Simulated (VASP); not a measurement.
# Ga2O3 (R-3c) in VASP: a series of runs, part 3 of 3

VASP 6.6.1. Earlier steps stand in the parts before.

## Step 6: Single point, r2SCAN (uniaxial z strain +1.0%)

Input file POSCAR:

```
Ga2O3
1.0
    2.4922597440      1.4389068341      4.5254504599
   -2.4922597440      1.4389068341      4.5254504599
    0.0000000000     -2.8778136682      4.5254504599
Ga O
4 6
Direct
    0.8550377730      0.8550377730      0.8550377730
    0.3550377730      0.3550377730      0.3550377730
    0.1449622270      0.1449622270      0.1449622270
    0.6449622270      0.6449622270      0.6449622270
    0.4462220541      0.0537779459      0.7500000000
    0.0537779459      0.7500000000      0.4462220541
    0.5537779459      0.9462220541      0.2500000000
    0.2500000000      0.5537779459      0.9462220541
    0.9462220541      0.2500000000      0.5537779459
    0.7500000000      0.4462220541      0.0537779459
```

Input file INCAR.step1:

```
SYSTEM = Ga2O3
PREC = Accurate
ENCUT = 520
ISMEAR = 0
SIGMA = 0.01
LREAL = .FALSE.
LASPH = .TRUE.
NELM = 80
NBANDS = 55
GGA = PE
ALGO = Normal
EDIFF = 1E-4
LWAVE = .TRUE.
LCHARG = .FALSE.
```

Input file INCAR.step2:

```
SYSTEM = Ga2O3
PREC = Accurate
ENCUT = 520
EDIFF = 1E-7
ISMEAR = 0
SIGMA = 0.01
LREAL = .FALSE.
LASPH = .TRUE.
NELM = 80
ALGO = Normal
ISIF = 2
LWAVE = .FALSE.
LCHARG = .TRUE.
METAGGA = R2SCAN
LMIXTAU = .TRUE.
LELF = .TRUE.
LVHAR = .TRUE.
NBANDS = 55
ISTART = 1
```

Input file KPOINTS:

```
regular mesh
0
G
  6 6 6
  0 0 0
```

Potentials or basis: VASP PAW PBE potentials, release 64 (Ga_d, O).

Run with:

```bash
$ cat potpaw_PBE.64/Ga_d/POTCAR potpaw_PBE.64/O/POTCAR > POTCAR
$ cp INCAR.step1 INCAR
$ mpirun -np 1 vasp_std > vasp.out
$ cp INCAR.step2 INCAR
$ mpirun -np 1 vasp_std > vasp.out
```

OUTCAR:

```text
SYSTEM = Ga2O3
   PREC = Accurate
   ENCUT = 520
   EDIFF = 1E-7
   ISMEAR = 0
   LREAL = .FALSE.
   LASPH = .TRUE.
   NELM = 80
   ISIF = 2
   METAGGA = R2SCAN
   ISTART = 1

 ion  position               nearest neighbor table
   1  0.855  0.855  0.855-   8 1.93   7 1.93   9 1.93   5 2.08   6 2.08  10 2.08   4 2.85
   2  0.355  0.355  0.355-   6 1.93   5 1.93  10 1.93   7 2.08   9 2.08   8 2.08   3 2.85
   3  0.145  0.145  0.145-  10 1.93   5 1.93   6 1.93   7 2.08   9 2.08   8 2.08   2 2.85
   4  0.645  0.645  0.645-   9 1.93   7 1.93   8 1.93   5 2.08   6 2.08  10 2.08   1 2.85
   5  0.446  0.054  0.750-   2 1.93   3 1.93   1 2.08   4 2.08
   6  0.054  0.750  0.446-   2 1.93   3 1.93   1 2.08   4 2.08
   7  0.554  0.946  0.250-   1 1.93   4 1.93   3 2.08   2 2.08
   8  0.250  0.554  0.946-   1 1.93   4 1.93   3 2.08   2 2.08
   9  0.946  0.250  0.554-   4 1.93   1 1.93   3 2.08   2 2.08
  10  0.750  0.446  0.054-   3 1.93   2 1.93   1 2.08   4 2.08

  LATTYP: Found a trigonal (rhomboedric) cell.
 ALAT       =     5.3629761676
 COS(alpha) =     0.5680784560

  Lattice vectors:

 A1 = (   2.4922597440,   1.4389068341,   4.5254504599)
 A2 = (  -2.4922597440,   1.4389068341,   4.5254504599)
 A3 = (   0.0000000000,  -2.8778136682,   4.5254504599)

Analysis of symmetry for initial positions (statically):
=====================================================================
 Subroutine PRICEL returns:
 Original cell was already a primitive cell.

 Routine SETGRP: Setting up the symmetry group for a
 trigonal (rhombohedral) supercell.

 Subroutine GETGRP returns: Found 12 space group operations
 (whereof  6 operations were pure point group operations)
 out of a pool of 12 trial point group operations.

The static configuration has the point symmetry S_6 .
 The point group associated with its full space group is D_3d.

Analysis of symmetry for dynamics (positions and initial velocities):
=====================================================================
 Subroutine PRICEL returns:
 Original cell was already a primitive cell.

 Routine SETGRP: Setting up the symmetry group for a
 trigonal (rhombohedral) supercell.

 Subroutine GETGRP returns: Found 12 space group operations
 (whereof  6 operations were pure point group operations)
 out of a pool of 12 trial point group operations.

The dynamic configuration has the point symmetry S_6 .
 The point group associated with its full space group is D_3d.

 Subroutine INISYM returns: Found 12 space group operations
 (whereof  6 operations are pure point group operations),
 and found     1 'primitive' translations

----------------------------------------------------------------------------------------

                                     Primitive cell

  volume of cell :      97.3731

  direct lattice vectors                    reciprocal lattice vectors
     2.492259744  1.438906834  4.525450460     0.200621144  0.115828671  0.073657493
    -2.492259744  1.438906834  4.525450460    -0.200621144  0.115828671  0.073657493
     0.000000000 -2.877813668  4.525450460     0.000000000 -0.231657343  0.073657493

  length of vectors
     5.362976168  5.362976168  5.362976168     0.243085480  0.243085480  0.243085480
[... 77 lines left out ...]
 -0.333333  0.500000  0.166667     12.000000
 [... further k-points ...]
   k-points           NKPTS =     32   k-points in BZ     NKDIM =     32   number of bands    NBANDS=     55
   number of dos      NEDOS =    301   number of ions     NIONS =     10
   total plane-waves  NPLWV =  64000
   dimension x,y,z NGX =    40 NGY =   40 NGZ =   40
   dimension x,y,z NGXF=    80 NGYF=   80 NGZF=   80
   ions per type =               4   6
   NGX,Y,Z   is equivalent  to a cutoff of  12.40, 12.40, 12.40 a.u.
   NGXF,Y,Z  is equivalent  to a cutoff of  24.80, 24.80, 24.80 a.u.
 SYSTEM =  Ga2O3
   PREC   = accura    normal or accurate (medium, high low for compatibility)
   ISTART =      1    job   : 0-new  1-cont  2-samecut
   ICHARG =      0    charge: 1-file 2-atom 10-const
   ISPIN  =      1    spin polarized calculation?
   LNONCOLLINEAR =      F non collinear calculations
   LSORBIT =      F    spin-orbit coupling
   LASPH  =      T    aspherical Exc in radial PAW
   ENCUT  =  520.0 eV  38.22 Ry    6.18 a.u.   9.97  9.97  9.97*2*pi/ulx,y,z
   NELM   =     80;   NELMIN=  2; NELMDL=  0     # of ELM steps
   EDIFF  = 0.1E-06   stopping-criterion for ELM
   LREAL  =      F    real-space projection
   EDIFFG = 0.1E-05   stopping-criterion for IOM
   NSW    =      0    number of steps for IOM
   IBRION =     -1    ionic relax: 0-MD 1-quasi-New 2-CG
   NFREE  =      0    steps in history (QN), initial steepest desc. (CG)
   ISIF   =      2    stress and relaxation
   ISYM   =      2    0-nonsym 1-usesym 2-fastsym
   POTIM  = 0.5000    time-step for ionic-motion
   TEBEG  =    0.0;   TEEND  =   0.0 temperature during run
   PSTRESS=    0.0 pullay stress
   NELECT =      88.0000    total number of electrons
   NUPDOWN=      -1.0000    fix difference up-down
   EMIN   =  10.00;   EMAX   =-10.00  energy-range for DOS
   EFERMI =   0.00;   METHOD = LEGACY
   ISMEAR =     0;   SIGMA  =   0.01  broadening in eV -4-tet -1-fermi 0-gaus
   EFERMI_NEDOS =   21; number of points for ismear=-14 and -15
   IALGO  =     38    algorithm
   IMIX   =      4    mixing-type and parameters
     AMIX     =   0.40;   BMIX     =  1.00
     AMIX_MAG =   1.60;   BMIX_MAG =  1.00
  volume/ion in A,a.u.               =       9.74        65.71
  Fermi-wavevector in a.u.,A,eV,Ry     =   1.582788  2.991035 34.085552  2.505217
  Thomas-Fermi vector in A             =   2.682658
   LORBIT       =      0    0 simple, 1 ext, 2 COOP (PROOUT), +10 PAW based schemes
   METAGGA = R2SCAN    functional components
   LHFCALC =     F    Hartree Fock is set to
   AEXX    =    0.0000 exact exchange contribution
   IVDW    =     0    specifies the selected vdW correction
   LEPSILON=     F    determine dielectric tensor
   LRPA    =     F    only Hartree local field effects (RPA)
 non-spin polarized calculation
 Gauss-broadening in eV      SIGMA  =   0.01
  energy-cutoff  :      520.00
  volume of cell :       97.37
 maximum number of plane-waves:      2645
   NGX = 19   NGY = 19   NGZ = 19

 number of electron      87.9999984 magnetization

 Free energy of the ion-electron system (eV)
  ---------------------------------------------------
  ext. energy  EPLUGINS =         0.00000000
  ---------------------------------------------------
  free energy    TOTEN  =      -102.32759212 eV

  energy without entropy =     -102.32759212  energy(sigma->0) =     -102.32759212

 E-fermi :   4.0623     XC(G=0): -13.0959

 val. band max:        4.0187513676   @ k =  -0.1667   0.1667   0.0000
 cond. band min:       7.4602011989   @ k =   0.0000   0.0000   0.0000
 fundamental gap:      3.4414498313
 Fermi energy:         4.0623042023

 k-point     1 :       0.0000    0.0000    0.0000
  band No.  band energies     occupation
      1     -15.8322      2.00000
      2     -13.9174      2.00000
      3     -13.8778      2.00000
      4     -13.8778      2.00000
      5     -13.8443      2.00000
      6     -13.8443      2.00000
[... 1381 lines left out ...]
     54      16.9991      0.00000
     55      17.3117      0.00000

 [... further k-points ...]

------------------------ aborting loop because EDIFF is reached ----------------------------------------

  FORCE on cell =-STRESS in cart. coord.  units (eV):
  Direction    XX          YY          ZZ          XY          YZ          ZX
  --------------------------------------------------------------------------------------
  -------------------------------------------------------------------------------------
  Total        0.4455988      0.4455988     -1.3967356      0.0000000     -0.0000000      0.0000000
  in kB        7.3318827      7.3318827    -22.9818892      0.0000000     -0.0000000      0.0000000
  external PRESSURE =      -2.7727079 kB  Pullay stress =       0.0000000 kB

 VOLUME and BASIS-vectors are now :
 -----------------------------------------------------------------------------
  energy-cutoff  :      520.00
  volume of cell :       97.37
      direct lattice vectors                 reciprocal lattice vectors
     2.492259744  1.438906834  4.525450460     0.200621144  0.115828671  0.073657493
    -2.492259744  1.438906834  4.525450460    -0.200621144  0.115828671  0.073657493
     0.000000000 -2.877813668  4.525450460     0.000000000 -0.231657343  0.073657493

 POSITION                                       TOTAL-FORCE (eV/Angst)
 -----------------------------------------------------------------------------------
      0.00000      0.00000     11.60829         0.000000      0.000000     -0.035997
      0.00000      0.00000      4.82012         0.000000      0.000000     -0.035997
      0.00000      0.00000      1.96806         0.000000     -0.000000      0.035997
      0.00000      0.00000      8.75623         0.000000     -0.000000      0.035997
      0.97807     -1.43891      5.65681         0.038250     -0.000000      0.000000
     -1.73517     -0.12758      5.65681        -0.019125     -0.033126      0.000000
     -0.97807      1.43891      7.91954        -0.038250     -0.000000      0.000000
     -0.75709     -1.56649      7.91954         0.019125     -0.033126      0.000000
      1.73517      0.12758      7.91954         0.019125      0.033126      0.000000
      0.75709      1.56649      5.65681        -0.019125      0.033126      0.000000
 -----------------------------------------------------------------------------------
    total drift:                                0.000000     -0.000000     -0.000000

  FREE ENERGIE OF THE ION-ELECTRON SYSTEM (eV)
  ---------------------------------------------------
  free  energy   TOTEN  =      -102.3275921247 eV

  energy  without entropy=     -102.3275921247  energy(sigma->0) =     -102.32759212
```

Wall time 7 min (1 thread of Intel Xeon 6975P-C (Granite Rapids), shared host); peak memory 0.32 GiB.

What came out:

```
Free energy            : -102.3276 eV
Pressure               : -0.3 GPa
Largest force          : 0.038 eV/Å
Band gap on the k mesh : 3.44 eV (least direct gap 3.68 eV)
```

Forces on the atoms (eV/Å):
```
Ga   0.000  0.000 -0.036
Ga   0.000  0.000 -0.036
Ga   0.000  0.000  0.036
Ga   0.000  0.000  0.036
O    0.038  0.000  0.000
O   -0.019 -0.033  0.000
O   -0.038  0.000  0.000
O    0.019 -0.033  0.000
O    0.019  0.033  0.000
O   -0.019  0.033  0.000
```

Caveat: the cell differs from its parent crystal (uniaxial z strain +1.0%); the PAW data sets were made with another functional, which shifts forces and pressure a little.

## Step 7: Summary

```csv
cell,gap on the mesh (eV),pressure (GPa),largest force (eV/Å)
"a = 5.401 Å, angles 55.0°, 10 atoms, atomic positions A",3.33,-2.4,0.05
"a = 5.439 Å, angles 54.5°, 10 atoms, atomic positions B",3.22,-4.3,0.06
"a = 5.288 Å, angles 56.2°, 10 atoms, atomic positions C",3.64,4.2,0.04
"a = 5.325 Å, angles 55.8°, 10 atoms, atomic positions D",3.54,1.9,0.04
"a = 5.363 Å, angles 55.4°, 10 atoms, atomic positions E",3.44,-0.3,0.04
```

Alike in all rows: task single point; level r2SCAN; potentials or basis VASP PAW PBE potentials, release 64 (Ga_d, O); no spin polarisation; k mesh 6 × 6 × 6; cutoff (eV) 520; smearing gaussian 0.01 eV.

Caveats: the PAW data sets were made with another functional, which shifts forces and pressure a little; the stress differs along the axes, from -6 to -1 GPa (at least some runs); the stress differs along the axes, from -9 to -2 GPa (at least some runs); the cell stands under pressure (at least some runs).

Total energies depend on the potentials used, so only differences within one code and one set of settings carry meaning.
